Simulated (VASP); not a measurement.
# ZrB (Immm) in VASP: further runs

ZrB is run at these levels: PBE; tasks: single point.

All numbers are computed with VASP 6.6.1; they aren't measurements. Logs are shortened: lines on timing, memory, paths and dates and some standing lists are left out, and cuts for length are marked.

## (1) The cell of the first run

Symmetry: Immm, No. 71, orthorhombic system. Conventional cell: a = 3.202 Å, b = 3.374 Å, c = 4.650 Å, α = 90.00°, β = 90.00°, γ = 90.00°. Within 3.4 Å of Zr (site symmetry mmm) lie 6 B at 2.33 Å and 12 Zr at 3.20 to 3.37 Å. Within 3.4 Å of B (site symmetry mmm) lie 6 Zr at 2.33 Å and 12 B at 3.20 to 3.37 Å.

## (2) Single point, PBE (strain +0.0525 x Voigt [0, 0, 0, 0, 1, 0])

INCAR

```
SYSTEM = ZrB
PREC     = Accurate       ! precision mode
ENCUT    = 520            ! plane-wave cutoff, eV
EDIFF    = 1E-7           ! SCF threshold, eV
ISMEAR   = 0              ! smearing method
SIGMA    = 0.15           ! smearing width, eV
LREAL    = .False.        ! projectors in reciprocal space
LASPH    = .True.         ! aspherical terms in the spheres
NELM     = 100            ! most SCF steps
ALGO     = Normal         ! electronic algorithm
ISIF     = 2              ! what is computed and relaxed
LWAVE    = .False.        ! write WAVECAR
LCHARG   = .False.        ! write CHGCAR
GGA      = PE             ! functional
NBANDS   = 14             ! bands
```

KPOINTS

```
Automatic mesh
0
Gamma
  18 18 18
  0 0 0
```

POSCAR

```
ZrB
1.0
    0.0610312500      2.3250000000      2.3250000000
    2.3860312500      0.0000000000      2.3860312500
    2.3250000000      2.3250000000      0.0610312500
Zr B
1 1
Direct
    0.0000000000      0.0000000000      0.0000000000
    0.5000000000      0.5000000000      0.5000000000
```

Potentials or basis: VASP PAW PBE potentials, release 64 (Zr_sv, B).

The run is started by

```bash
> cat potpaw_PBE.64/Zr_sv/POTCAR potpaw_PBE.64/B/POTCAR > POTCAR
> mpirun -np 1 vasp_std > vasp.out
```

OUTCAR:

```text
SYSTEM = ZrB
   PREC = Accurate
   ENCUT = 520
   EDIFF = 1E-7
   ISMEAR = 0
   LREAL = .False.
   LASPH = .True.
   NELM = 100
   ISIF = 2
   GGA = PE

 ion  position               nearest neighbor table
   1  0.000  0.000  0.000-   2 2.33   2 2.33   2 2.33   2 2.33   2 2.33   2 2.33
   2  0.500  0.500  0.500-   1 2.33   1 2.33   1 2.33   1 2.33   1 2.33   1 2.33

  LATTYP: Found a body centered orthorhombic cell.
 ALAT       =     3.2017353110
 B/A-ratio  =     1.0539152760
 C/A-ratio  =     1.4523374196

  Lattice vectors:

 A1 = (   0.0610312500,  -2.3250000000,   2.3250000000)
 A2 = (  -0.0610312500,  -2.3250000000,  -2.3250000000)
 A3 = (   2.3250000000,   2.3250000000,   0.0610312500)

Analysis of symmetry for initial positions (statically):
=====================================================================
 Subroutine PRICEL returns:
 Original cell was already a primitive cell.

 Routine SETGRP: Setting up the symmetry group for a
 body centered orthorhombic supercell.

 Subroutine GETGRP returns: Found  8 space group operations
 (whereof  8 operations were pure point group operations)
 out of a pool of  8 trial point group operations.

The static configuration has the point symmetry D_2h.

Analysis of symmetry for dynamics (positions and initial velocities):
=====================================================================
 Subroutine PRICEL returns:
 Original cell was already a primitive cell.

 Routine SETGRP: Setting up the symmetry group for a
 body centered orthorhombic supercell.

 Subroutine GETGRP returns: Found  8 space group operations
 (whereof  8 operations were pure point group operations)
 out of a pool of  8 trial point group operations.

The dynamic configuration has the point symmetry D_2h.

 Subroutine INISYM returns: Found  8 space group operations
 (whereof  8 operations are pure point group operations),
 and found     1 'primitive' translations

----------------------------------------------------------------------------------------

                                     Primitive cell

  volume of cell :      25.1188

  direct lattice vectors                    reciprocal lattice vectors
     0.061031250  2.325000000  2.325000000    -0.220851105  0.215053763  0.220851105
     2.386031250  0.000000000  2.386031250     0.209552997 -0.215053763  0.209552997
     2.325000000  2.325000000  0.061031250     0.220851105  0.215053763 -0.220851105

  length of vectors
     3.288612901  3.374357754  3.288612901     0.379207782  0.366159854  0.379207782

  position of ions in fractional coordinates (direct lattice)
     0.000000000  0.000000000  0.000000000
     0.500000000  0.500000000  0.500000000

  ion indices of the primitive-cell ions
   primitive index   ion index
                 1           1
                 2           2

----------------------------------------------------------------------------------------

 KPOINTS: Automatic mesh

Automatic generation of k-mesh.
 Grid dimensions read from file:
 generate k-points for:   18   18   18

 Generating k-lattice:

  Cartesian coordinates                     Fractional coordinates (reciprocal lattice)
    -0.012269506  0.011947431  0.012269506     0.055555556  0.000000000 -0.000000000
     0.011641833 -0.011947431  0.011641833    -0.000000000  0.055555556 -0.000000000
     0.012269506  0.011947431 -0.012269506    -0.000000000  0.000000000  0.055555556

  Length of vectors
     0.021067099  0.020342214  0.021067099

  Shift w.r.t. Gamma in fractional coordinates (k-lattice)
     0.000000000  0.000000000  0.000000000

 Subroutine IBZKPT returns following result:
 ===========================================

 Found    865 irreducible k-points:

 Following reciprocal coordinates:
            Coordinates               Weight
  0.000000  0.000000  0.000000      1.000000
  0.055556  0.000000 -0.000000      4.000000
  0.111111  0.000000 -0.000000      4.000000
  0.166667  0.000000 -0.000000      4.000000
  0.222222  0.000000 -0.000000      4.000000
  0.277778  0.000000 -0.000000      4.000000
[... 16 lines left out ...]
 -0.333333  0.055556  0.000000      8.000000
 -0.277778  0.055556  0.000000      8.000000
 [... further k-points ...]
   k-points           NKPTS =    865   k-points in BZ     NKDIM =    865   number of bands    NBANDS=     14
   number of dos      NEDOS =    301   number of ions     NIONS =      2
   total plane-waves  NPLWV =  16128
   dimension x,y,z NGX =    24 NGY =   28 NGZ =   24
   dimension x,y,z NGXF=    48 NGYF=   56 NGZF=   48
   ions per type =               1   1
   NGX,Y,Z   is equivalent  to a cutoff of  12.13, 13.79, 12.13 a.u.
   NGXF,Y,Z  is equivalent  to a cutoff of  24.26, 27.59, 24.26 a.u.
 SYSTEM =  ZrB
   PREC   = accura    normal or accurate (medium, high low for compatibility)
   ISTART =      0    job   : 0-new  1-cont  2-samecut
   ICHARG =      2    charge: 1-file 2-atom 10-const
   ISPIN  =      1    spin polarized calculation?
   LNONCOLLINEAR =      F non collinear calculations
   LSORBIT =      F    spin-orbit coupling
   LASPH  =      T    aspherical Exc in radial PAW
   ENCUT  =  520.0 eV  38.22 Ry    6.18 a.u.   6.11  6.27  6.11*2*pi/ulx,y,z
   NELM   =    100;   NELMIN=  2; NELMDL= -5     # of ELM steps
   EDIFF  = 0.1E-06   stopping-criterion for ELM
   LREAL  =      F    real-space projection
   EDIFFG = 0.1E-05   stopping-criterion for IOM
   NSW    =      0    number of steps for IOM
   IBRION =     -1    ionic relax: 0-MD 1-quasi-New 2-CG
   NFREE  =      0    steps in history (QN), initial steepest desc. (CG)
   ISIF   =      2    stress and relaxation
   ISYM   =      2    0-nonsym 1-usesym 2-fastsym
   POTIM  = 0.5000    time-step for ionic-motion
   TEBEG  =    0.0;   TEEND  =   0.0 temperature during run
   PSTRESS=    0.0 pullay stress
   NELECT =      15.0000    total number of electrons
   NUPDOWN=      -1.0000    fix difference up-down
   EMIN   =  10.00;   EMAX   =-10.00  energy-range for DOS
   EFERMI =   0.00;   METHOD = LEGACY
   ISMEAR =     0;   SIGMA  =   0.15  broadening in eV -4-tet -1-fermi 0-gaus
   EFERMI_NEDOS =   21; number of points for ismear=-14 and -15
   IALGO  =     38    algorithm
   IMIX   =      4    mixing-type and parameters
     AMIX     =   0.40;   BMIX     =  1.00
     AMIX_MAG =   1.60;   BMIX_MAG =  1.00
  volume/ion in A,a.u.               =      12.56        84.76
  Fermi-wavevector in a.u.,A,eV,Ry     =   1.378602  2.605179 25.858445  1.900542
  Thomas-Fermi vector in A             =   2.503648
   LORBIT       =      0    0 simple, 1 ext, 2 COOP (PROOUT), +10 PAW based schemes
   GGA     = PE    functional components
   LHFCALC =     F    Hartree Fock is set to
   AEXX    =    0.0000 exact exchange contribution
   IVDW    =     0    specifies the selected vdW correction
   LEPSILON=     F    determine dielectric tensor
   LRPA    =     F    only Hartree local field effects (RPA)
 non-spin polarized calculation
 Gauss-broadening in eV      SIGMA  =   0.15
  energy-cutoff  :      520.00
  volume of cell :       25.12
 maximum number of plane-waves:       692
   NGX = 13   NGY = 13   NGZ = 13

 number of electron      15.0000000 magnetization

 Free energy of the ion-electron system (eV)
  ---------------------------------------------------
  ext. energy  EPLUGINS =         0.00000000
  ---------------------------------------------------
  free energy    TOTEN  =       -15.57177339 eV

  energy without entropy =      -15.55986597  energy(sigma->0) =      -15.56581968

 E-fermi :   9.0459     XC(G=0): -12.2251

 val. band max:        9.0449920785   @ k =  -0.1111  -0.2222   0.0556
 cond. band min:       9.0492234114   @ k =   0.3333  -0.3333   0.3333
 fundamental gap:      0.0042313329
 Fermi energy:         9.0458972706

 k-point     1 :       0.0000    0.0000    0.0000
  band No.  band energies     occupation
      1     -37.7495      2.00000
      2     -15.5350      2.00000
      3     -15.4860      2.00000
      4     -15.4384      2.00000
      5       0.6928      2.00000
      6      10.5960      0.00000
      7      10.8998      0.00000
      8      11.3336      0.00000
      9      12.6567      0.00000
     10      12.7582      0.00000
     11      12.7615      0.00000
     12      12.8323      0.00000
     13      13.0742      0.00000
     14      20.2061      0.00000

 k-point     2 :       0.0556    0.0000   -0.0000
  band No.  band energies     occupation
      1     -37.7455      2.00000
      2     -15.5377      2.00000
      3     -15.5022      2.00000
      4     -15.4591      2.00000
      5       0.7803      2.00000
      6      10.5803      0.00000
      7      10.7958      0.00000
      8      11.1523      0.00000
      9      11.7792      0.00000
     10      11.9047      0.00000
     11      13.1125      0.00000
     12      13.8260      0.00000
     13      13.9479      0.00000
     14      20.4427      0.00000

 k-point     3 :       0.1111    0.0000   -0.0000
  band No.  band energies     occupation
      1     -37.7340      2.00000
      2     -15.5833      2.00000
      3     -15.5454      2.00000
      4     -15.4832      2.00000
      5       1.0356      2.00000
      6      10.2415      0.00000
      7      10.2631      0.00000
      8      10.6801      0.00000
      9      11.3860      0.00000
     10      11.6058      0.00000
     11      13.3451      0.00000
     12      15.0445      0.00000
     13      15.1289      0.00000
     14      21.1062      0.00000
[... 324 lines left out ...]
 k-point    23 :      -0.3333    0.0556    0.0000
  band No.  band energies     occupation
      1     -37.6418      2.00000
      2     -16.2603      2.00000
      3     -15.6338      2.00000
      4     -15.5674      2.00000
      5       3.4441      2.00000
      6       6.8828      2.00000
      7       7.8472      2.00000
      8       8.1152      2.00000
      9      13.4593      0.00000
     10      13.9683      0.00000
     11      14.8605      0.00000
     12      19.8482      0.00000
     13      20.1899      0.00000
     14      21.2132      0.00000

 k-point    24 :      -0.2778    0.0556    0.0000
  band No.  band energies     occupation
      1     -37.6626      2.00000
      2     -16.1129      2.00000
      3     -15.6212      2.00000
      4     -15.5456      2.00000
      5       2.8083      2.00000
      6       7.5780      2.00000
      7       8.2415      2.00000
      8       8.4880      2.00000
      9      12.7961      0.00000
     10      13.3576      0.00000
     11      14.3996      0.00000
     12      18.6860      0.00000
     13      20.0538      0.00000
     14      21.4195      0.00000

 [... further k-points ...]
[... 5 lines left out ...]
  --------------------------------------------------------------------------------------
  -------------------------------------------------------------------------------------
  Total        5.5084917      5.5002157      5.5084917      0.0000000      0.0000000     -0.4871827
  in kB      351.3530873    350.8252105    351.3530873      0.0000000      0.0000000    -31.0744128
  external PRESSURE =     351.1771284 kB  Pullay stress =       0.0000000 kB

 VOLUME and BASIS-vectors are now :
 -----------------------------------------------------------------------------
  energy-cutoff  :      520.00
  volume of cell :       25.12
      direct lattice vectors                 reciprocal lattice vectors
     0.061031250  2.325000000  2.325000000    -0.220851105  0.215053763  0.220851105
     2.386031250  0.000000000  2.386031250     0.209552997 -0.215053763  0.209552997
     2.325000000  2.325000000  0.061031250     0.220851105  0.215053763 -0.220851105

 POSITION                                       TOTAL-FORCE (eV/Angst)
 -----------------------------------------------------------------------------------
      0.00000      0.00000      0.00000         0.000000      0.000000      0.000000
      2.38603      2.32500      2.38603        -0.000000     -0.000000     -0.000000
 -----------------------------------------------------------------------------------
    total drift:                                0.000000     -0.000000     -0.000000

  FREE ENERGIE OF THE ION-ELECTRON SYSTEM (eV)
  ---------------------------------------------------
  free  energy   TOTEN  =       -15.5717733934 eV

  energy  without entropy=      -15.5598659659  energy(sigma->0) =      -15.56581968
```

Wall time 2.1 min (1 thread of Intel Xeon Platinum 8559C (Emerald Rapids), shared host); peak memory 0.41 GiB.

Results:

| Item | Value |
| --- | --- |
| Free energy | -15.5718 eV |
| Pressure | 35.1 GPa |
| Band gap on the k mesh | zero (an odd number of electrons rules out a gap without spin polarisation) |

Caveat: the cell differs from its parent crystal (strain +0.0525 x Voigt [0, 0, 0, 0, 1, 0]); the cell stands under pressure.

## (3) Single point, PBE (strain +0.0375 x Voigt [0, 0, 0, 0, 1, 0])

INCAR

```
  PREC = Accurate
  ENCUT = 520
  EDIFF = 1E-7
  ISMEAR = 0
  SIGMA = 0.15
  LREAL = F
  LASPH = T
  NELM = 100
  ALGO = Normal
  ISIF = 2
  LWAVE = F
  LCHARG = F
  GGA = PE
  NBANDS = 14
```

KPOINTS

```
Automatic mesh
0
Gamma
  18 18 18
```

POSCAR

```
ZrB
1.0
    0.0435937500      2.3250000000      2.3250000000
    2.3685937500      0.0000000000      2.3685937500
    2.3250000000      2.3250000000      0.0435937500
Zr B
1 1
Direct
    0.0000000000      0.0000000000      0.0000000000
    0.5000000000      0.5000000000      0.5000000000
```

Potentials or basis: VASP PAW PBE potentials, release 64 (Zr_sv, B).

The run is started by

```bash
> cat potpaw_PBE.64/Zr_sv/POTCAR potpaw_PBE.64/B/POTCAR > POTCAR
> mpirun -np 1 vasp_std > vasp.out
```

Run time: 2.5 min. Hardware: 1 thread of Intel Xeon Platinum 8559C (Emerald Rapids), shared host; peak memory 0.41 GiB.

It converged, with:

```yaml
Free_energy: -15.5799 eV
Pressure: 35.1 GPa
Band_gap_on_the_k_mesh: zero (an odd number of electrons rules out a gap without spin polarisation)
```

Stress tensor (GPa, compression positive):
```
35.05  0.00 -2.24
 0.00 35.07  0.00
-2.24  0.00 35.05
```

Levels at points of the mesh, in eV from the Fermi level:
```tsv
k point	band 4	band 5	band 6	band 7	band 8	band 9	band 10	band 11	band 12	band 13
(0.00, 0.00, 0.00)	-24.49	-8.34	1.66	1.89	2.19	3.67	3.71	3.71	3.80	3.97
(0.50, 0.00, 0.00)	-24.63	-4.21	-3.52	-1.68	-1.38	5.67	5.96	7.54	8.15	13.39
(0.00, 0.50, 0.00)	-24.58	-4.19	-3.72	-1.45	-1.14	5.45	5.87	7.31	8.36	13.17
(0.50, 0.50, 0.00)	-24.85	-6.50	-1.13	-0.31	2.54	2.54	5.44	6.92	6.93	10.68
(0.50, 0.00, 0.50)	-24.80	-6.51	-1.13	-0.31	2.33	2.76	5.48	6.93	6.94	10.66
```

Caveat: the cell differs from its parent crystal (strain +0.0375 x Voigt [0, 0, 0, 0, 1, 0]); the cell stands under pressure.
